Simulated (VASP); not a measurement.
Input of a VASP 6.6.1 run:

INCAR

```
SYSTEM = W
PREC = Accurate
ENCUT = 500
EDIFF = 1E-6
ISMEAR = 0
SIGMA = 0.15
LREAL = .FALSE.
LASPH = .TRUE.
NELM = 120
ALGO = Normal
ISIF = 2
LWAVE = .FALSE.
LCHARG = .FALSE.
NBANDS = 21
GGA_COMPAT = .FALSE.
```

Contents of KPOINTS:

```
Automatic mesh
0
G
  16 16 12
  0 0 0
```

POSCAR

```
W
1.0
    0.0000000000     -1.9864787844     -1.9864787844
    0.0000000000      1.9864787844     -1.9864787844
    3.9729575688      0.0000000000      0.0000000000
W
2
Direct
    0.5305062407      0.4694937593      0.4931537150
   -0.0305062407      0.0305062407      0.0068462850
```

Potentials or basis: VASP PAW LDA potentials, release 64 (W_sv).

Run with:

```console
$ cat potpaw_LDA.64/W_sv/POTCAR > POTCAR
$ mpirun -np 1 vasp_std > vasp.out
```

Question: Predict the pressure.

Answer: 5.6 GPa.

Question: Predict the band gap on the k mesh.

Answer: Zero (bands 14 and 15 overlap by 3.88 eV).

Question: Predict the largest force.

Answer: 1.172 eV/Å.

Forces in eV/Å, atoms in the order of the input:
```
W    0.758  0.894  0.000
W   -0.758 -0.894  0.000
```

Caveat: the cell differs from its parent crystal (atoms displaced along a vibrational mode); the cell stands under pressure; spin-orbit coupling is left out, which moves the levels of the heavy elements; forces of over 1 eV/Å act on the atoms, so gaps and moduli don't describe the material at rest.
